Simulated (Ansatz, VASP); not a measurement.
One calculation of LiBi3, two programs

```
Li Bi
1.0
     7.06603    0.00000    0.00000
    -3.53302    6.11936    0.00000
     0.00000    0.00000    5.37582
Li Bi
2 6
Cartesian
  0.0000 4.0796 1.3440
  3.5330 2.0398 4.0319
  3.5330 3.9470 1.3440
  -1.6517 5.0332 4.0319
  1.8813 1.0862 1.3440
  0.0000 2.1723 4.0319
  5.1847 1.0862 1.3440
  1.6517 5.0332 4.0319
```

Alike in both runs: functional PBE; k mesh 3 × 3 × 4; occupations gaussian, width 0.1 eV; no spin polarisation.

Ansatz relaxed the structure, and its values are those at the end. VASP's run is a single point on that final structure, the one shown.

|  | VASP | Ansatz |
| --- | --- | --- |
| version | VASP 6.6.1 | Ansatz 0.2.0 |
| potentials or method | VASP PAW PBE potentials, release 64 (Li_sv, Bi_d), cutoff 520 eV | scalar-relativistic, plane waves, PAW |
| valence electrons in the cell | 96 | 96 |

Ansatz gave:

| Item | Value |
| --- | --- |
| gap on the k mesh at the Fermi level (eV) | none |
| rms of the force components (eV/Å) | 0.006 |

Question: Estimate VASP's values.

Answer: gap on the k mesh at the Fermi level (eV): none; rms of the force components (eV/Å): 0.005.

A gap of «none» marks a metal or a gap that the smearing closes.

Neither program's run includes spin-orbit coupling. Noted on VASP's run: the cutoff is short for stress, so the pressure is rough.
